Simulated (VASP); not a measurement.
Crystal: Cu.

```
Cu
1.0
     0.00000    1.83129    1.83129
     1.83129    0.00000    1.83129
     1.83129    1.83129    0.00000
Cu
1
Cartesian
  0.0000 0.0000 0.0000
```

Base run:

```yaml
Program: VASP 6.6.1
Functional: BLYP
Dispersion: D4
Potentials_or_basis: VASP PAW PBE potentials, release 64 (Cu)
Cutoff: 600 eV
k_mesh: 13 × 13 × 13
Occupations: fermi-dirac, width 0.05 eV
Spin: no spin polarisation
```

Its results: pressure -9.0 GPa.

Q: The run is repeated on the same cell with these changes: functional from BLYP to revPBE. What comes out?

A: Pressure -11.6 GPa.

Caveats: the PAW data sets were made with another functional, which shifts forces and pressure a little; pairwise dispersion overbinds metals, which lowers pressure and volume.
